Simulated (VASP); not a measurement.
# C (P6_3/mmc) in VASP: a series of runs, part 2 of 2

VASP 6.6.1. Earlier steps stand in the parts before.

## (4) Single point, PBEsol (volume scaled by 0.98)

The COD entry that gives the cell may itself be a prediction, so a difference from it is no test against experiment.

Contents of INCAR:

```
SYSTEM = C
PREC = Accurate ; ENCUT = 520
EDIFF = 1E-6 ; ISMEAR = -1
SIGMA = 0.05 ; LREAL = .False.
LASPH = .True. ; NELM = 80
ALGO = Normal ; ISIF = 2
LWAVE = .False. ; LCHARG = .False.
GGA = PS ; NBANDS = 26
```

Contents of KPOINTS:

```
Automatic mesh
0
Gamma
  12 12 4
  0 0 0
```

Contents of POSCAR:

```
C
1.0
    2.5051726443      0.0000000000      0.0000000000
   -1.2525863222      2.1695431509      0.0000000000
    0.0000000000      0.0000000000      8.1818157839
C
8
Direct
    0.6666666667      0.3333333333      0.8437500000
    0.3333333333      0.6666666667      0.3437500000
    0.6666666667      0.3333333333      0.6562500000
    0.3333333333      0.6666666667      0.1562500000
    0.0000000000      0.0000000000      0.9062500000
    0.0000000000      0.0000000000      0.4062500000
    0.0000000000      0.0000000000      0.5937500000
    0.0000000000      0.0000000000      0.0937500000
```

Potentials or basis: VASP PAW PBE potentials, release 64 (C).

The run is started by

```
$ cat potpaw_PBE.64/C/POTCAR > POTCAR
$ mpirun -np 1 vasp_std > vasp.out
```

OUTCAR:

```text
SYSTEM = C
   PREC = Accurate
   ENCUT = 520
   EDIFF = 1E-6
   ISMEAR = -1
   LREAL = .False.
   LASPH = .True.
   NELM = 80
   ISIF = 2
   GGA = PS

 ion  position               nearest neighbor table
   1  0.667  0.333  0.844-   3 1.53   5 1.53   5 1.53   5 1.53
   2  0.333  0.667  0.344-   4 1.53   6 1.53   6 1.53   6 1.53
   3  0.667  0.333  0.656-   1 1.53   7 1.53   7 1.53   7 1.53
   4  0.333  0.667  0.156-   2 1.53   8 1.53   8 1.53   8 1.53
   5  0.000  0.000  0.906-   8 1.53   1 1.53   1 1.53   1 1.53
   6  0.000  0.000  0.406-   7 1.53   2 1.53   2 1.53   2 1.53
   7  0.000  0.000  0.594-   6 1.53   3 1.53   3 1.53   3 1.53
   8  0.000  0.000  0.094-   5 1.53   4 1.53   4 1.53   4 1.53

  LATTYP: Found a hexagonal cell.
 ALAT       =     2.5051726443
 C/A-ratio  =     3.2659688355

  Lattice vectors:

 A1 = (   2.5051726443,   0.0000000000,   0.0000000000)
 A2 = (  -1.2525863222,   2.1695431509,   0.0000000000)
 A3 = (   0.0000000000,   0.0000000000,   8.1818157839)

Analysis of symmetry for initial positions (statically):
=====================================================================
 Subroutine PRICEL returns:
 Original cell was already a primitive cell.

 Routine SETGRP: Setting up the symmetry group for a
 hexagonal supercell.

 Subroutine GETGRP returns: Found 24 space group operations
 (whereof 12 operations were pure point group operations)
 out of a pool of 24 trial point group operations.

The static configuration has the point symmetry D_3d.
 The point group associated with its full space group is D_6h.

Analysis of symmetry for dynamics (positions and initial velocities):
=====================================================================
 Subroutine PRICEL returns:
 Original cell was already a primitive cell.

 Routine SETGRP: Setting up the symmetry group for a
 hexagonal supercell.

[... 139 lines left out ...]
  Fermi-wavevector in a.u.,A,eV,Ry     =   1.467032  2.772289 29.282229  2.152183
  Thomas-Fermi vector in A             =   2.582698
   LORBIT       =      0    0 simple, 1 ext, 2 COOP (PROOUT), +10 PAW based schemes
   GGA     = PS    functional components
   LHFCALC =     F    Hartree Fock is set to
   AEXX    =    0.0000 exact exchange contribution
   IVDW    =     0    specifies the selected vdW correction
   LEPSILON=     F    determine dielectric tensor
   LRPA    =     F    only Hartree local field effects (RPA)
 non-spin polarized calculation
  energy-cutoff  :      520.00
  volume of cell :       44.47
 maximum number of plane-waves:      1216
 NGX is ok and might be reduce to    20
   NGX =  9   NGY =  9   NGZ = 31

 number of electron      31.9999997 magnetization

 Free energy of the ion-electron system (eV)
  ---------------------------------------------------
  ext. energy  EPLUGINS =         0.00000000
  ---------------------------------------------------
  free energy    TOTEN  =       -76.90056521 eV

  energy without entropy =      -76.90056521  energy(sigma->0) =      -76.90056521

 E-fermi :  11.0930     XC(G=0): -13.5294

 val. band max:       10.1472483651   @ k =   0.0000   0.0000   0.0000
 cond. band min:      14.4673426230   @ k =   0.4167  -0.0000   0.0000
 fundamental gap:      4.3200942579
 Fermi energy:        11.0929588956

 k-point     1 :       0.0000    0.0000    0.0000
  band No.  band energies     occupation
      1     -11.8047      2.00000
      2     -10.0817      2.00000
      3     -10.0304      2.00000
      4      -5.8203      2.00000
      5      -3.7088      2.00000
      6       3.2731      2.00000
[... 685 lines left out ...]
     25      20.6953      0.00000
     26      22.6742      0.00000

 [... further k-points ...]

------------------------ aborting loop because EDIFF is reached ----------------------------------------

  FORCE on cell =-STRESS in cart. coord.  units (eV):
  Direction    XX          YY          ZZ          XY          YZ          ZX
  --------------------------------------------------------------------------------------
  -------------------------------------------------------------------------------------
  Total        0.4357244      0.4357244      4.0824081     -0.0000000     -0.0000000     -0.0000000
  in kB       15.6988143     15.6988143    147.0860025     -0.0000000     -0.0000000     -0.0000000
  external PRESSURE =      59.4945437 kB  Pullay stress =       0.0000000 kB

 VOLUME and BASIS-vectors are now :
 -----------------------------------------------------------------------------
  energy-cutoff  :      520.00
  volume of cell :       44.47
      direct lattice vectors                 reciprocal lattice vectors
     2.505172644  0.000000000  0.000000000     0.399174086  0.230463266  0.000000000
    -1.252586322  2.169543151  0.000000000     0.000000000  0.460926532  0.000000000
     0.000000000  0.000000000  8.181815784     0.000000000  0.000000000  0.122222258

 POSITION                                       TOTAL-FORCE (eV/Angst)
 -----------------------------------------------------------------------------------
      1.25259      0.72318      6.90341        -0.000000      0.000000      0.337584
     -0.00000      1.44636      2.81250         0.000000     -0.000000      0.337584
      1.25259      0.72318      5.36932        -0.000000      0.000000     -0.337584
     -0.00000      1.44636      1.27841         0.000000     -0.000000     -0.337584
      0.00000      0.00000      7.41477        -0.000000     -0.000000      0.343049
      0.00000      0.00000      3.32386        -0.000000      0.000000      0.343049
      0.00000      0.00000      4.85795        -0.000000      0.000000     -0.343049
      0.00000      0.00000      0.76705        -0.000000      0.000000     -0.343049
 -----------------------------------------------------------------------------------
    total drift:                               -0.000000      0.000000      0.000000

  FREE ENERGIE OF THE ION-ELECTRON SYSTEM (eV)
  ---------------------------------------------------
  free  energy   TOTEN  =       -76.9005652075 eV

  energy  without entropy=      -76.9005652074  energy(sigma->0) =      -76.90056521
```

Run time: 35 s. Hardware: 1 thread of Intel Xeon 6975P-C (Granite Rapids), shared host; peak memory 0.18 GiB.

Results:

* Free energy: -76.9006 eV
* Pressure: 5.9 GPa
* Largest force: 0.343 eV/Å
* Band gap on the k mesh: 4.32 eV, indirect (least direct gap 5.17 eV)

Forces in eV/Å, atoms in the order of the input:
```
C    0.000  0.000  0.338
C    0.000  0.000  0.338
C    0.000  0.000 -0.338
C    0.000  0.000 -0.338
C    0.000  0.000  0.343
C    0.000  0.000  0.343
C    0.000  0.000 -0.343
C    0.000  0.000 -0.343
```

Stress tensor (GPa, compression positive):
```
 1.57  0.00  0.00
 0.00  1.57  0.00
 0.00  0.00 14.71
```

Caveat: the PAW data sets were made with another functional, which shifts forces and pressure a little. A k mesh can miss the band edges.

## (5) Single point, PBEsol (volume scaled by 1.02)

Contents of INCAR:

```
SYSTEM = C
PREC = Accurate ; ENCUT = 520
EDIFF = 1E-7 ; ISMEAR = -1
SIGMA = 0.05 ; LREAL = .FALSE.
LASPH = .TRUE. ; NELM = 60
ALGO = Normal ; ISIF = 2
LWAVE = .FALSE. ; LCHARG = .FALSE.
GGA = PS ; NBANDS = 26
```

Contents of KPOINTS:

```
Automatic mesh
0
G
  12 12 4
  0 0 0
```

POSCAR, as its differences from that of step 4:

```diff
@@ -2,5 +2,5 @@
 1.0
-    2.5051726443      0.0000000000      0.0000000000
-   -1.2525863222      2.1695431509      0.0000000000
-    0.0000000000      0.0000000000      8.1818157839
+    2.5388031358      0.0000000000      0.0000000000
+   -1.2694015679      2.1986680108      0.0000000000
+    0.0000000000      0.0000000000      8.2916519209
 C
```

The run is started by

```
$ cat potpaw_PBE.64/C/POTCAR > POTCAR
$ mpirun -np 1 vasp_std > vasp.out
```

Wall time 32 s (1 thread of Intel Xeon 6975P-C (Granite Rapids), shared host); peak memory 0.18 GiB.

Results (log left out):

| Quantity | Value |
| --- | --- |
| Free energy | -76.8676 eV |
| Pressure | -11.7 GPa |
| Largest force | 0.317 eV/Å |
| Band gap on the k mesh | 4.23 eV, indirect (least direct gap 5.08 eV) |

Forces in eV/Å, atoms in the order of the input:
```
C    0.000  0.000  0.316
C    0.000  0.000  0.316
C    0.000  0.000 -0.316
C    0.000  0.000 -0.316
C    0.000  0.000  0.317
C    0.000  0.000  0.317
C    0.000  0.000 -0.317
C    0.000  0.000 -0.317
```

Stress tensor (GPa, compression positive):
```
-15.60   0.00   0.00
  0.00 -15.60   0.00
  0.00   0.00  -3.78
```

Levels at points of the mesh, in eV from the valence-band top:
```
           k point  band 13  band 14  band 15  band 16  band 17  band 18  band 19  band 20
(0.00, 0.00, 0.00)    -1.72    -0.22     0.00     0.00     5.08     5.08     5.60     6.86
(0.50, 0.00, 0.00)    -4.94    -4.49    -3.66    -2.89     4.27     5.38     5.68     5.82
(0.00, 0.00, 0.50)    -0.67    -0.67    -0.67    -0.67     5.86     5.86     5.86     5.86
(0.50, 0.00, 0.50)    -4.68    -4.68    -3.61    -3.61     4.62     4.62     6.89     6.89
```

Caveat: the PAW data sets were made with another functional, which shifts forces and pressure a little. A k mesh can miss the band edges.

## (6) Single point, PBEsol (volume scaled by 1.04)

Contents of INCAR:

```
PREC = Accurate
ENCUT = 520
EDIFF = 1E-6
ISMEAR = -1
SIGMA = 0.05
LREAL = F
LASPH = T
NELM = 80
ALGO = Normal
ISIF = 2
LWAVE = F
LCHARG = F
GGA = PS
NBANDS = 26
```

Contents of KPOINTS:

```
Automatic mesh
0
Gamma
  12 12 4
```

POSCAR, as its differences from that of step 5:

```diff
@@ -2,5 +2,5 @@
 1.0
-    2.5388031358      0.0000000000      0.0000000000
-   -1.2694015679      2.1986680108      0.0000000000
-    0.0000000000      0.0000000000      8.2916519209
+    2.5552893324      0.0000000000      0.0000000000
+   -1.2776446662      2.2129454759      0.0000000000
+    0.0000000000      0.0000000000      8.3454953252
 C
```

Potentials or basis: VASP PAW PBE potentials, release 64 (C).

The run is started by

```
$ cat potpaw_PBE.64/C/POTCAR > POTCAR
$ mpirun -np 1 vasp_std > vasp.out
```

It took 30 s on 1 thread of Intel Xeon 6975P-C (Granite Rapids), shared host; peak memory 0.18 GiB.

Results (log left out):

- Free energy: -76.7808 eV
- Pressure: -19.3 GPa
- Largest force: 0.306 eV/Å
- Band gap on the k mesh: 4.18 eV, indirect (least direct gap 5.04 eV)

Forces on the atoms (eV/Å):
```
C    0.000  0.000  0.306
C    0.000  0.000  0.306
C    0.000  0.000 -0.306
C    0.000  0.000 -0.306
C    0.000  0.000  0.305
C    0.000  0.000  0.305
C    0.000  0.000 -0.305
C    0.000  0.000 -0.305
```

Stress tensor (GPa, compression positive):
```
-23.04   0.00   0.00
  0.00 -23.04   0.00
  0.00   0.00 -11.82
```

Levels at points of the mesh, in eV from the valence-band top:
| k point | band 14 | band 15 | band 16 | band 17 | band 18 | band 19 |
| --- | --- | --- | --- | --- | --- | --- |
| (0.00, 0.00, 0.00) | -0.22 | 0.00 | 0.00 | 5.04 | 5.04 | 5.54 |
| (0.50, 0.00, 0.00) | -4.41 | -3.59 | -2.84 | 4.22 | 5.30 | 5.63 |
| (0.00, 0.00, 0.50) | -0.65 | -0.65 | -0.65 | 5.80 | 5.80 | 5.80 |
| (0.50, 0.00, 0.50) | -4.60 | -3.54 | -3.54 | 4.58 | 4.58 | 6.83 |

Caveat: the PAW data sets were made with another functional, which shifts forces and pressure a little. A k mesh can miss the band edges.

## (7) Summary

| cell | gap on the mesh (eV) | pressure (GPa) | largest force (eV/Å) |
| --- | --- | --- | --- |
| a = 2.471, b = 2.471, c = 8.069 Å, angles 90.0, 90.0, 120.0°, 8 atoms | 4.42 | 27.2 | 0.37 |
| a = 2.488, b = 2.488, c = 8.126 Å, angles 90.0, 90.0, 120.0°, 8 atoms | 4.37 | 16.1 | 0.36 |
| a = 2.505, b = 2.505, c = 8.182 Å, angles 90.0, 90.0, 120.0°, 8 atoms | 4.32 | 5.9 | 0.34 |
| a = 2.539, b = 2.539, c = 8.292 Å, angles 90.0, 90.0, 120.0°, 8 atoms | 4.23 | -11.7 | 0.32 |
| a = 2.555, b = 2.555, c = 8.345 Å, angles 90.0, 90.0, 120.0°, 8 atoms | 4.18 | -19.3 | 0.31 |

Alike in all rows: task single point; level PBEsol; potentials or basis VASP PAW PBE potentials, release 64 (C); no spin polarisation; k mesh 12 × 12 × 4; cutoff (eV) 520; smearing fermi-dirac 0.05 eV.

Caveats: the PAW data sets were made with another functional, which shifts forces and pressure a little.

Absolute energies hang on the potentials; compare differences alone.
